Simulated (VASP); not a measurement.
# In3AgI4 (Pm-3m) in VASP: notebook, part 2 of 2

VASP 6.6.1.

### Step 6. Relaxation of cell and atoms, PBE

This run uses another cell than the first one, of 71.52 Å³/atom.

Input file INCAR:

```
SYSTEM = In3AgI4
  ALGO = Fast
  EDIFF = 1E-7
  EDIFFG = -0.04
  ENCUT = 600
  GGA = PE
  IBRION = 2
  ISIF = 3
  ISMEAR = 0
  LASPH = .TRUE.
  LCHARG = .FALSE.
  LREAL = .FALSE.
  LWAVE = .FALSE.
  NELM = 100
  NSW = 90
  PREC = Accurate
  SIGMA = 0.1
```

Input file KPOINTS:

```
k-points
0
G
  2 2 2
  0 0 0
```

Input file POSCAR:

```
In3AgI4
1.0
    8.3016781500      0.0000000000      0.0000000000
    0.0000000000      8.3016781500      0.0000000000
    0.0000000000      0.0000000000      8.3016781500
In Ag I
3 1 4
Direct
    0.5000000000      0.0000000000      0.0000000000
    0.0000000000      0.5000000000      0.0000000000
    0.0000000000      0.0000000000      0.5000000000
    0.5000000000      0.5000000000      0.5000000000
    0.0000000000      0.5000000000      0.5000000000
    0.5000000000      0.0000000000      0.5000000000
    0.5000000000      0.5000000000      0.0000000000
    0.0000000000      0.0000000000      0.0000000000
```

Potentials or basis: VASP PAW PBE potentials, release 64 (In_d, Ag, I).

Launch:

```
$ cat potpaw_PBE.64/In_d/POTCAR potpaw_PBE.64/Ag/POTCAR potpaw_PBE.64/I/POTCAR > POTCAR
$ mpirun -np 1 vasp_std > vasp.out
```

OUTCAR:

```text
SYSTEM = In3AgI4
   EDIFF = 1E-7
   EDIFFG = -0.04
   ENCUT = 600
   GGA = PE
   IBRION = 2
   ISIF = 3
   ISMEAR = 0
   LASPH = .TRUE.
   LREAL = .FALSE.
   NELM = 100
   NSW = 90
   PREC = Accurate

 ion  position               nearest neighbor table
   1  0.500  0.000  0.000-
   2  0.000  0.500  0.000-
   3  0.000  0.000  0.500-
   4  0.500  0.500  0.500-
   5  0.000  0.500  0.500-
   6  0.500  0.000  0.500-
   7  0.500  0.500  0.000-
   8  0.000  0.000  0.000-

  LATTYP: Found a simple cubic cell.
 ALAT       =     8.3016781500

  Lattice vectors:

 A1 = (   8.3016781500,   0.0000000000,   0.0000000000)
 A2 = (   0.0000000000,   8.3016781500,   0.0000000000)
 A3 = (   0.0000000000,   0.0000000000,   8.3016781500)

Analysis of symmetry for initial positions (statically):
=====================================================================
 Subroutine PRICEL returns:
 Original cell was already a primitive cell.

 Routine SETGRP: Setting up the symmetry group for a
 simple cubic supercell.

 Subroutine GETGRP returns: Found 48 space group operations
 (whereof 48 operations were pure point group operations)
 out of a pool of 48 trial point group operations.

The static configuration has the point symmetry O_h .

Analysis of symmetry for dynamics (positions and initial velocities):
=====================================================================
 Subroutine PRICEL returns:
 Original cell was already a primitive cell.

 Routine SETGRP: Setting up the symmetry group for a
 simple cubic supercell.

 Subroutine GETGRP returns: Found 48 space group operations
 (whereof 48 operations were pure point group operations)
 out of a pool of 48 trial point group operations.

The dynamic configuration has the point symmetry O_h .

 Subroutine INISYM returns: Found 48 space group operations
 (whereof 48 operations are pure point group operations),
 and found     1 'primitive' translations

[... 110 lines left out ...]
   GGA     = PE    functional components
   LHFCALC =     F    Hartree Fock is set to
   AEXX    =    0.0000 exact exchange contribution
   IVDW    =     0    specifies the selected vdW correction
   LEPSILON=     F    determine dielectric tensor
   LRPA    =     F    only Hartree local field effects (RPA)
 conjugate gradient relaxation of ions
 non-spin polarized calculation
 RMM-DIIS sequential band-by-band and
 Gauss-broadening in eV      SIGMA  =   0.10
  energy-cutoff  :      600.00
  volume of cell :      572.13
 maximum number of plane-waves:     19208
 NGX is ok and might be reduce to    70
   NGX = 33   NGY = 33   NGZ = 33

--------------------------------------- Ionic step        1  -------------------------------------------

 number of electron      78.0000010 magnetization

 Free energy of the ion-electron system (eV)
  ---------------------------------------------------
  ext. energy  EPLUGINS =         0.00000000
  ---------------------------------------------------
  free energy    TOTEN  =       -15.91818930 eV

  energy without entropy =      -15.91818928  energy(sigma->0) =      -15.91818929

------------------------ aborting loop because EDIFF is reached ----------------------------------------

  FORCE on cell =-STRESS in cart. coord.  units (eV):
  Direction    XX          YY          ZZ          XY          YZ          ZX
  --------------------------------------------------------------------------------------
  -------------------------------------------------------------------------------------
  Total       -7.6271722     -7.6271722     -7.6271722      0.0000000      0.0000000     -0.0000000
  in kB      -21.3587807    -21.3587807    -21.3587807      0.0000000      0.0000000     -0.0000000
  external PRESSURE =     -21.3587807 kB  Pullay stress =       0.0000000 kB
[... 29 lines left out ...]
--------------------------------------- Ionic step        2  -------------------------------------------

 number of electron      78.0000003 magnetization

 E-fermi :  -0.1086     XC(G=0):  -6.3540

 val. band max:       -0.4577191203   @ k =   0.5000   0.5000   0.5000
 cond. band min:       0.2250023837   @ k =   0.0000   0.0000   0.0000
 fundamental gap:      0.6827215040
 Fermi energy:        -0.1086205088

 k-point     1 :       0.0000    0.0000    0.0000
  band No.  band energies     occupation
      1     -14.2041      2.00000
      2     -14.2041      2.00000
      3     -14.2041      2.00000
      4     -14.2034      2.00000
      5     -14.2034      2.00000
      6     -14.2034      2.00000
[... 310 lines left out ...]
--------------------------------------- Ionic step        5  -------------------------------------------

 number of electron      77.9999998 magnetization

 Free energy of the ion-electron system (eV)
  ---------------------------------------------------
  ext. energy  EPLUGINS =         0.00000000
  ---------------------------------------------------
  free energy    TOTEN  =       -18.46209105 eV

  energy without entropy =      -18.44022684  energy(sigma->0) =      -18.45115895

 E-fermi :   2.8913     XC(G=0):  -7.8326

 val. band max:        2.8698198651   @ k =   0.0000   0.0000   0.0000
 cond. band min:       4.0659085401   @ k =   0.5000   0.5000   0.5000
 fundamental gap:      1.1960886749
 Fermi energy:         2.8912724067

 k-point     1 :       0.0000    0.0000    0.0000
  band No.  band energies     occupation
      1     -11.3465      2.00000
      2     -11.3189      2.00000
      3     -11.3189      2.00000
      4     -11.2889      2.00000
      5     -11.2889      2.00000
      6     -11.2889      2.00000
[... 220 lines left out ...]
  FREE ENERGIE OF THE ION-ELECTRON SYSTEM (eV)
  ---------------------------------------------------
  free  energy   TOTEN  =       -18.4620910543 eV

  energy  without entropy=      -18.4402268399  energy(sigma->0) =      -18.45115895

 reached required accuracy - stopping structural energy minimisation
```

OSZICAR:

```text
N       E                     dE             d eps       ncg     rms          rms(c)
DAV:   1     0.617372756771E+03    0.61737E+03   -0.32645E+04   368   0.158E+03
DAV:   2     0.607557924505E+02   -0.55662E+03   -0.54034E+03   422   0.342E+02
DAV:   3    -0.143270607947E+02   -0.75083E+02   -0.73859E+02   458   0.141E+02
[... 108 lines left out ...]
RMM:  10    -0.184620913464E+02    0.84987E-05   -0.49396E-05   411   0.413E-02    0.231E-02
RMM:  11    -0.184620915638E+02   -0.21739E-06   -0.11850E-05   480   0.181E-02    0.131E-02
RMM:  12    -0.184620917324E+02   -0.16862E-06   -0.19108E-06   406   0.704E-03    0.157E-02
RMM:  13    -0.184620909806E+02    0.75178E-06   -0.42813E-07   283   0.467E-03    0.164E-02
RMM:  14    -0.184620910543E+02   -0.73675E-07   -0.83688E-07   373   0.557E-03
   5 F= -.18462091E+02 E0= -.18451159E+02  d E =-.254390E+01
```

CONTCAR:

```text
In3AgI4
   1.00000000000000
     6.9898138614873453    0.0000000000000000   -0.0000000000000000
     0.0000000000000000    6.9898138614873453    0.0000000000000000
    -0.0000000000000000    0.0000000000000000    6.9898138614873453
  In              Ag              I
     3     1     4
Direct
     0.5000000000000000    0.0000000000000000    0.0000000000000000
     0.0000000000000000    0.5000000000000000    0.0000000000000000
     0.0000000000000000    0.0000000000000000    0.5000000000000000
     0.5000000000000000    0.5000000000000000    0.5000000000000000
     0.0000000000000000    0.5000000000000000    0.5000000000000000
     0.5000000000000000    0.0000000000000000    0.5000000000000000
     0.5000000000000000    0.5000000000000000    0.0000000000000000
     0.0000000000000000    0.0000000000000000    0.0000000000000000

  0.00000000E+00  0.00000000E+00  0.00000000E+00
  0.00000000E+00  0.00000000E+00  0.00000000E+00
  0.00000000E+00  0.00000000E+00  0.00000000E+00
  0.00000000E+00  0.00000000E+00  0.00000000E+00
  0.00000000E+00  0.00000000E+00  0.00000000E+00
  0.00000000E+00  0.00000000E+00  0.00000000E+00
  0.00000000E+00  0.00000000E+00  0.00000000E+00
  0.00000000E+00  0.00000000E+00  0.00000000E+00
```

Wall time 38 min (1 thread of Oxide Virtual Turin-like, shared host); peak memory 0.81 GiB.

Results:

| Property | Result |
| --- | --- |
| Free energy | -18.4621 eV |
| Relaxed volume | 42.69 Å³/atom |
| Relaxed cell | a = 6.990 Å, b = 6.990 Å, c = 6.990 Å, α = 90.00°, β = 90.00°, γ = 90.00° |
| Space group after relaxing (to 0.1 Å) | Pm-3m (No. 221) |
| Energy gained by relaxing | 318.0 meV/atom |
| Ionic steps | 5 |
| Pressure after relaxing | -0.1 GPa |
| Band gap on the k mesh | 0.04 eV (least direct gap 1.23 eV) |

Step by step:
```tsv
step	energy change (eV)	largest force (eV/Å)	pressure (GPa)	volume (Å³)
1	0.0000	0.0000	-2.14	572.13
2	-1.0270	0.0000	-2.19	496.76
3	-2.4365	0.0000	1.39	310.89
4	-2.5062	0.0000	-0.62	357.95
5	-2.5439	0.0000	-0.10	341.50
```

Final structure:
```yaml
crystal:
  lattice:
    - [6.98981, 0.00000, 0.00000]
    - [0.00000, 6.98981, 0.00000]
    - [0.00000, 0.00000, 6.98981]
  atoms:
    - { symbol: In, position: [0.50000, 0.00000, 0.00000] }
    - { symbol: In, position: [0.00000, 0.50000, 0.00000] }
    - { symbol: In, position: [0.00000, 0.00000, 0.50000] }
    - { symbol: Ag, position: [0.50000, 0.50000, 0.50000] }
    - { symbol: I, position: [0.00000, 0.50000, 0.50000] }
    - { symbol: I, position: [0.50000, 0.00000, 0.50000] }
    - { symbol: I, position: [0.50000, 0.50000, 0.00000] }
    - { symbol: I, position: [0.00000, 0.00000, 0.00000] }
```

Levels at points of the mesh, in eV from the valence-band top:
```csv
k point,band 37,band 38,band 39,band 40,band 41,band 42
"(0.00, 0.00, 0.00)",-1.92,-1.92,-1.92,0.04,4.43,4.43
"(0.50, 0.00, 0.00)",-1.24,-1.23,-1.06,1.25,2.43,2.47
"(0.50, 0.50, 0.00)",-0.58,-0.58,-0.52,1.81,1.82,2.15
"(0.50, 0.50, 0.50)",0.00,0.00,0.00,1.23,1.48,1.48
```

Caveat: the volume moved by over 15 % at a fixed basis, so the end points are rough; the smearing spreads over this small gap; spin-orbit coupling is left out, which moves the levels of the heavy elements. A k mesh can miss the band edges.

### Step 7. Overview

```tsv
task	cell	k mesh	cutoff (eV)	gap on the mesh (eV)	pressure (GPa)
single point	a = 7.000 Å, 8 atoms	2 × 2 × 2	520	0.04	-0.1
single point	a = 6.825 Å, 8 atoms	4 × 4 × 4	520	none	0.1
single point	a = 8.302 Å, 8 atoms	2 × 2 × 2	520	0.75	-2.1
single point	a = 6.825 Å, 8 atoms	6 × 6 × 6	520	none	0.0
relaxation of cell and atoms	relaxed from a = 8.302 Å, 8 atoms	2 × 2 × 2	600	0.04	-0.1
```

Alike in all rows: level PBE; potentials or basis VASP PAW PBE potentials, release 64 (In_d, Ag, I); no spin polarisation; smearing gaussian 0.1 eV.

Caveats: some runs use coarse meshes; spin-orbit coupling is left out, which moves the levels of the heavy elements; the smearing spreads over this small gap (at least some runs); the volume moved by over 15 % at a fixed basis, so the end points are rough (at least some runs).

Total energies depend on the potentials used, so only differences within one code and one set of settings carry meaning.

The gap in the log of VASP goes by the Fermi energy; the results here count the filled bands.